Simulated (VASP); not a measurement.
# SnO2 (P4_2/mnm) in VASP: a series of runs, part 3 of 3

VASP 6.6.1. The steps go on from the part before.

## 6. Single point, PBE

This run uses another cell than the first one, of 10.65 Å³/atom.

Contents of INCAR:

```
SYSTEM = SnO2
PREC     = Accurate       ! precision mode
ENCUT    = 520            ! plane-wave cutoff, eV
EDIFF    = 1E-6           ! SCF threshold, eV
ISMEAR   = 1              ! smearing method
SIGMA    = 0.05           ! smearing width, eV
LREAL    = .False.        ! projectors in reciprocal space
LASPH    = .True.         ! aspherical terms in the spheres
NELM     = 80             ! most SCF steps
ALGO     = Normal         ! electronic algorithm
ISIF     = 2              ! what is computed and relaxed
LWAVE    = .False.        ! write WAVECAR
LCHARG   = .True.         ! write CHGCAR
GGA      = PE             ! functional
LELF     = .True.         ! ELF
LVHAR    = .True.       
NBANDS   = 35             ! bands
```

Contents of KPOINTS:

```
Automatic mesh
0
Gamma
  6 6 8
  0 0 0
```

Contents of POSCAR:

```
SnO2
1.0
    4.4414885964      0.0000000000      0.0000000000
    0.0000000000      4.4414885964      0.0000000000
    0.0000000000      0.0000000000      3.2379909406
Sn O
2 4
Direct
    0.0000000000      0.0000000000      0.0000000000
    0.5000000000      0.5000000000      0.5000000000
    0.3066050863      0.3066050863      0.0000000000
    0.1933949137      0.8066050863      0.5000000000
    0.6933949137      0.6933949137      0.0000000000
    0.8066050863      0.1933949137      0.5000000000
```

Potentials or basis: VASP PAW PBE potentials, release 64 (Sn_d, O).

On the command line:

```console
cat potpaw_PBE.64/Sn_d/POTCAR potpaw_PBE.64/O/POTCAR > POTCAR
mpirun -np 1 vasp_std > vasp.out
```

OUTCAR:

```text
SYSTEM = SnO2
   PREC = Accurate
   ENCUT = 520
   EDIFF = 1E-6
   ISMEAR = 1
   LREAL = .False.
   LASPH = .True.
   NELM = 80
   ISIF = 2
   GGA = PE

 ion  position               nearest neighbor table
   1  0.000  0.000  0.000-   3 1.93   5 1.93   4 2.02   6 2.02   4 2.02   6 2.02   2 3.53   2 3.53
                             2 3.53   2 3.53   2 3.53   2 3.53   2 3.53   2 3.53
   2  0.500  0.500  0.500-   4 1.93   6 1.93   5 2.02   3 2.02   3 2.02   5 2.02   1 3.53   1 3.53
                             1 3.53   1 3.53   1 3.53   1 3.53   1 3.53   1 3.53
   3  0.307  0.307  0.000-   1 1.93   2 2.02   2 2.02
   4  0.193  0.807  0.500-   2 1.93   1 2.02   1 2.02
   5  0.693  0.693  0.000-   1 1.93   2 2.02   2 2.02
   6  0.807  0.193  0.500-   2 1.93   1 2.02   1 2.02

  LATTYP: Found a simple tetragonal cell.
 ALAT       =     4.4414885964
 C/A-ratio  =     0.7290328164

  Lattice vectors:

 A1 = (   4.4414885964,   0.0000000000,   0.0000000000)
 A2 = (   0.0000000000,   4.4414885964,   0.0000000000)
 A3 = (   0.0000000000,   0.0000000000,   3.2379909406)

Analysis of symmetry for initial positions (statically):
=====================================================================
 Subroutine PRICEL returns:
 Original cell was already a primitive cell.

 Routine SETGRP: Setting up the symmetry group for a
 simple tetragonal supercell.

 Subroutine GETGRP returns: Found 16 space group operations
 (whereof  8 operations were pure point group operations)
 out of a pool of 16 trial point group operations.

The static configuration has the point symmetry D_2h.
 The point group associated with its full space group is D_4h.

Analysis of symmetry for dynamics (positions and initial velocities):
=====================================================================
 Subroutine PRICEL returns:
 Original cell was already a primitive cell.

 Routine SETGRP: Setting up the symmetry group for a
 simple tetragonal supercell.

 Subroutine GETGRP returns: Found 16 space group operations
 (whereof  8 operations were pure point group operations)
 out of a pool of 16 trial point group operations.

The dynamic configuration has the point symmetry D_2h.
 The point group associated with its full space group is D_4h.

 Subroutine INISYM returns: Found 16 space group operations
 (whereof  8 operations are pure point group operations),
 and found     1 'primitive' translations

----------------------------------------------------------------------------------------

                                     Primitive cell

  volume of cell :      63.8753

  direct lattice vectors                    reciprocal lattice vectors
     4.441488596  0.000000000  0.000000000     0.225149739  0.000000000  0.000000000
     0.000000000  4.441488596  0.000000000     0.000000000  0.225149739  0.000000000
     0.000000000  0.000000000  3.237990941     0.000000000  0.000000000  0.308833477

  length of vectors
     4.441488596  4.441488596  3.237990941     0.225149739  0.225149739  0.308833477

  position of ions in fractional coordinates (direct lattice)
     0.000000000  0.000000000  0.000000000
     0.500000000  0.500000000  0.500000000
     0.306605086  0.306605086  0.000000000
     0.193394914  0.806605086  0.500000000
     0.693394914  0.693394914  0.000000000
     0.806605086  0.193394914  0.500000000

  ion indices of the primitive-cell ions
   primitive index   ion index
[... 32 lines left out ...]

 Following reciprocal coordinates:
            Coordinates               Weight
  0.000000  0.000000  0.000000      1.000000
  0.166667  0.000000  0.000000      4.000000
  0.333333  0.000000  0.000000      4.000000
  0.500000  0.000000  0.000000      2.000000
  0.166667  0.166667  0.000000      4.000000
  0.333333  0.166667  0.000000      8.000000
[... 16 lines left out ...]
  0.333333  0.000000  0.250000      8.000000
  0.500000  0.000000  0.250000      4.000000
 [... further k-points ...]
   k-points           NKPTS =     50   k-points in BZ     NKDIM =     50   number of bands    NBANDS=     35
   number of dos      NEDOS =    301   number of ions     NIONS =      6
   total plane-waves  NPLWV =  31104
   dimension x,y,z NGX =    36 NGY =   36 NGZ =   24
   dimension x,y,z NGXF=    72 NGYF=   72 NGZF=   48
   ions per type =               2   4
   NGX,Y,Z   is equivalent  to a cutoff of  13.47, 13.47, 12.32 a.u.
   NGXF,Y,Z  is equivalent  to a cutoff of  26.95, 26.95, 24.64 a.u.
 SYSTEM =  SnO2
   PREC   = accura    normal or accurate (medium, high low for compatibility)
   ISTART =      0    job   : 0-new  1-cont  2-samecut
   ICHARG =      2    charge: 1-file 2-atom 10-const
   ISPIN  =      1    spin polarized calculation?
   LNONCOLLINEAR =      F non collinear calculations
   LSORBIT =      F    spin-orbit coupling
   LASPH  =      T    aspherical Exc in radial PAW
   ENCUT  =  520.0 eV  38.22 Ry    6.18 a.u.   8.26  8.26  6.02*2*pi/ulx,y,z
   NELM   =     80;   NELMIN=  2; NELMDL= -5     # of ELM steps
   EDIFF  = 0.1E-05   stopping-criterion for ELM
   LREAL  =      F    real-space projection
   EDIFFG = 0.1E-04   stopping-criterion for IOM
   NSW    =      0    number of steps for IOM
   IBRION =     -1    ionic relax: 0-MD 1-quasi-New 2-CG
   NFREE  =      0    steps in history (QN), initial steepest desc. (CG)
   ISIF   =      2    stress and relaxation
   ISYM   =      2    0-nonsym 1-usesym 2-fastsym
   POTIM  = 0.5000    time-step for ionic-motion
   TEBEG  =    0.0;   TEEND  =   0.0 temperature during run
   PSTRESS=    0.0 pullay stress
   NELECT =      52.0000    total number of electrons
   NUPDOWN=      -1.0000    fix difference up-down
   EMIN   =  10.00;   EMAX   =-10.00  energy-range for DOS
   EFERMI =   0.00;   METHOD = LEGACY
   ISMEAR =     1;   SIGMA  =   0.05  broadening in eV -4-tet -1-fermi 0-gaus
   EFERMI_NEDOS =   21; number of points for ismear=-14 and -15
   IALGO  =     38    algorithm
   IMIX   =      4    mixing-type and parameters
     AMIX     =   0.40;   BMIX     =  1.00
     AMIX_MAG =   1.60;   BMIX_MAG =  1.00
  volume/ion in A,a.u.               =      10.65        71.84
  Fermi-wavevector in a.u.,A,eV,Ry     =   1.528616  2.888665 31.792278  2.336667
  Thomas-Fermi vector in A             =   2.636350
   LORBIT       =      0    0 simple, 1 ext, 2 COOP (PROOUT), +10 PAW based schemes
   GGA     = PE    functional components
   LHFCALC =     F    Hartree Fock is set to
   AEXX    =    0.0000 exact exchange contribution
   IVDW    =     0    specifies the selected vdW correction
   LEPSILON=     F    determine dielectric tensor
   LRPA    =     F    only Hartree local field effects (RPA)
 non-spin polarized calculation
 Methfessel and Paxton  Order N= 1 SIGMA  =   0.05
  energy-cutoff  :      520.00
  volume of cell :       63.88
 maximum number of plane-waves:      1744
 NGX is ok and might be reduce to    36
   NGX = 17   NGY = 17   NGZ = 13

 number of electron      51.9999954 magnetization

 Free energy of the ion-electron system (eV)
  ---------------------------------------------------
  ext. energy  EPLUGINS =         0.00000000
  ---------------------------------------------------
  free energy    TOTEN  =       -35.85628805 eV

  energy without entropy =      -35.85629812  energy(sigma->0) =      -35.85629141

 E-fermi :   7.5656     XC(G=0): -11.9112

 val. band max:        7.5234762916   @ k =   0.0000   0.0000   0.0000
 cond. band min:       9.9940362312   @ k =   0.0000   0.0000   0.0000
 fundamental gap:      2.4705599396
 Fermi energy:         7.5655703072

 k-point     1 :       0.0000    0.0000    0.0000
  band No.  band energies     occupation
      1     -13.7787      2.00000
      2     -12.7598      2.00000
      3     -12.4057      2.00000
      4     -12.2411      2.00000
      5     -12.2129      2.00000
      6     -12.2129      2.00000
[... 901 lines left out ...]
     34      20.8300      0.00000
     35      21.1320      0.00000

 [... further k-points ...]
[... 5 lines left out ...]
  --------------------------------------------------------------------------------------
  -------------------------------------------------------------------------------------
  Total       18.4144463     18.4144463     13.6500522     -0.0000000      0.0000000      0.0000000
  in kB      461.8878251    461.8878251    342.3829761     -0.0000000      0.0000000      0.0000000
  external PRESSURE =     422.0528754 kB  Pullay stress =       0.0000000 kB

 VOLUME and BASIS-vectors are now :
 -----------------------------------------------------------------------------
  energy-cutoff  :      520.00
  volume of cell :       63.88
      direct lattice vectors                 reciprocal lattice vectors
     4.441488596  0.000000000  0.000000000     0.225149739  0.000000000  0.000000000
     0.000000000  4.441488596  0.000000000     0.000000000  0.225149739  0.000000000
     0.000000000  0.000000000  3.237990941     0.000000000  0.000000000  0.308833477

 POSITION                                       TOTAL-FORCE (eV/Angst)
 -----------------------------------------------------------------------------------
      0.00000      0.00000      0.00000        -0.000000      0.000000     -0.000000
      2.22074      2.22074      1.61900        -0.000000      0.000000     -0.000000
      1.36178      1.36178      0.00000         0.190076      0.190076      0.000000
      0.85896      3.58253      1.61900        -0.190076      0.190076     -0.000000
      3.07971      3.07971      0.00000        -0.190076     -0.190076     -0.000000
      3.58253      0.85896      1.61900         0.190076     -0.190076     -0.000000
 -----------------------------------------------------------------------------------
    total drift:                                0.000000      0.000000      0.000000

  FREE ENERGIE OF THE ION-ELECTRON SYSTEM (eV)
  ---------------------------------------------------
  free  energy   TOTEN  =       -35.8562880512 eV

  energy  without entropy=      -35.8562981174  energy(sigma->0) =      -35.85629141
```

Run time: 33 s. Hardware: 1 thread of Intel Xeon 6975P-C (Granite Rapids), shared host; peak memory 0.22 GiB.

Results:

| Quantity | Value |
| --- | --- |
| Free energy | -35.8563 eV |
| Pressure | 42.2 GPa |
| Largest force | 0.269 eV/Å |
| Band gap on the k mesh | 2.47 eV |

Forces in eV/Å, atoms in the order of the input:
```
Sn   0.000  0.000  0.000
Sn   0.000  0.000  0.000
O    0.190  0.190  0.000
O   -0.190  0.190  0.000
O   -0.190 -0.190  0.000
O    0.190 -0.190  0.000
```

Caveat: the cell stands under pressure; spin-orbit coupling is left out, which moves the levels of the heavy elements.

## 7. Summary

```csv
cell,smearing,gap on the mesh (eV),pressure (GPa),largest force (eV/Å)
"a = 4.441, b = 4.441, c = 2.979 Å, 6 atoms",gaussian 0.05 eV,3.84,83.5,1.28
"a = 4.441, b = 4.441, c = 3.108 Å, 6 atoms",gaussian 0.05 eV,3.12,60.2,0.34
"a = 4.441, b = 4.441, c = 3.238 Å, 6 atoms",gaussian 0.05 eV,2.47,42.3,0.27
"a = 4.635, b = 4.635, c = 2.979 Å, 6 atoms",gaussian 0.05 eV,2.80,48.6,1.28
"a = 4.441, b = 4.441, c = 3.238 Å, 6 atoms",methfessel-paxton 0.05 eV,2.47,42.2,0.27
```

Alike in all rows: task single point; level PBE; potentials or basis VASP PAW PBE potentials, release 64 (Sn_d, O); no spin polarisation; k mesh 6 × 6 × 8; cutoff (eV) 520.

Caveats: the cell stands under pressure; spin-orbit coupling is left out, which moves the levels of the heavy elements; forces of over 1 eV/Å act on the atoms, so gaps and moduli don't describe the material at rest (at least some runs).

Absolute energies hang on the potentials; compare differences alone.
